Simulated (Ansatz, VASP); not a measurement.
## Two plane-wave programs on Si5N

```
Si N
1.0
     3.70969    0.00000    0.00000
    -1.85484    3.21268    0.00000
     0.00000    0.00000   17.22114
Si N
10 2
Cartesian
  0.0000 2.1418 2.6742
  0.0000 2.1418 11.2848
  0.0000 2.1418 5.0356
  0.0000 2.1418 13.6462
  1.8548 1.0709 5.8956
  1.8548 1.0709 14.5062
  1.8548 1.0709 8.2599
  1.8548 1.0709 16.8704
  0.0000 0.0000 1.8162
  0.0000 0.0000 10.4268
  0.0000 0.0000 8.6081
  0.0000 0.0000 17.2186
```

Alike in both runs: task single point; functional PBE; k mesh 6 × 6 × 2; occupations gaussian, width 0.2 eV; no spin polarisation.

```csv
,VASP,Ansatz
version,VASP 6.6.1,Ansatz 0.2.0
potentials or method,"VASP PAW PBE potentials, release 64 (Si, N), cutoff 520 eV","scalar-relativistic, plane waves, PAW"
valence electrons in the cell,50,50
```

Ansatz gave:

| Quantity | Value |
| --- | --- |
| gap on the k mesh at the Fermi level (eV) | none |
| pressure (GPa) | 0.2 |
| traceless stress, the component that is largest in VASP (GPa) | -0.19 |
| rms of the force components (eV/Å) | 0.023 |

Question: What did VASP give for the same quantities?

Answer: gap on the k mesh at the Fermi level (eV): none; pressure (GPa): 0.1; traceless stress, the component that is largest in VASP (GPa): -0.22; rms of the force components (eV/Å): 0.026.

Atom by atom the forces differ by 0.005 eV/Å (rms over components). A gap of «none» marks a metal or a gap that the smearing closes.
